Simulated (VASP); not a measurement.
The system is Te.

```xyz
1
Lattice="3.3336 0.0000 0.0000 0.0000 3.3336 0.0000 0.0000 0.0000 2.9814" Properties=species:S:1:pos:R:3 pbc="T T T"
Te    0.0000    0.0000    0.0000
```

```yaml
Program: VASP 6.6.1
Task: relaxation of cell and atoms
Functional: PBE
Potentials_or_basis: VASP PAW PBE potentials, release 64 (Te)
Cutoff: 600 eV
k_mesh: 16 × 16 × 18
Occupations: gaussian, width 0.1 eV
Spin: no spin polarisation
```

At the start: pressure 0.7 GPa; volume 33.13 Å³/atom.

Where does the relaxation end?

Over 5 steps the energy falls by 62.0 meV/atom and the volume is 32.75 Å³/atom (-1.1 %); space group Pm-3m (No. 221, to 0.05 Å).

The path:
| step | energy change (eV) | largest force (eV/Å) | pressure (GPa) | volume (Å³) |
| --- | --- | --- | --- | --- |
| 1 | 0.0000 | 0.0000 | 0.68 | 33.13 |
| 2 | -0.0571 | 0.0000 | -1.34 | 33.73 |
| 3 | -0.0572 | 0.0000 | -1.38 | 33.75 |
| 4 | -0.0614 | 0.0000 | 0.53 | 32.42 |
| 5 | -0.0620 | 0.0000 | 0.00 | 32.75 |

Final structure:
```yaml
crystal:
  lattice:
    - [3.21335, 0.00000, 0.00000]
    - [0.00000, 3.21335, 0.00000]
    - [0.00000, 0.00000, 3.17211]
  atoms:
    - { symbol: Te, position: [0.00000, 0.00000, 0.00000] }
```
